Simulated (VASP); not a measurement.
Here is a VASP 6.6.1 calculation.

Contents of INCAR:

```
SYSTEM = MgB2
  ALGO = Normal
  EDIFF = 1E-6
  ENCUT = 520
  GGA = PS
  ISIF = 2
  ISMEAR = -1
  IVDW = 12
  LASPH = .True.
  LCHARG = .True.
  LELF = .True.
  LREAL = .False.
  LVHAR = .True.
  LWAVE = .False.
  NBANDS = 11
  NELM = 100
  PREC = Accurate
  SIGMA = 0.05
```

KPOINTS

```
k-points
0
Gamma
  10 10 8
  0 0 0
```

Contents of POSCAR:

```
MgB2
1.0
    3.0433056997      0.0000000000      0.0000000000
   -1.5216528499      2.6355800475      0.0000000000
    0.0000000000      0.0000000000      3.4753860551
Mg B
1 2
Direct
    0.0000000000      0.0000000000      0.0000000000
    0.6666666667      0.3333333333      0.5000000000
    0.3333333333      0.6666666667      0.5000000000
```

Potentials or basis: VASP PAW PBE potentials, release 64 (Mg, B).

The run is started by

```console
$ cat potpaw_PBE.64/Mg/POTCAR potpaw_PBE.64/B/POTCAR > POTCAR
$ mpirun -np 1 vasp_std > vasp.out
```

Task: What does it give for the band gap on the k mesh?

Result: Zero (band 4 reaches 6.64 eV, above the bottom of band 5 at 4.09 eV).

Task: Predict the dispersion energy per atom.

Result: -0.245 eV.

Stress tensor (GPa, compression positive):
```
 0.03  0.00  0.00
 0.00  0.03  0.00
 0.00  0.00 -2.83
```

Caveat: the PAW data sets were made with another functional, which shifts forces and pressure a little; pairwise dispersion overbinds metals, which lowers pressure and volume.
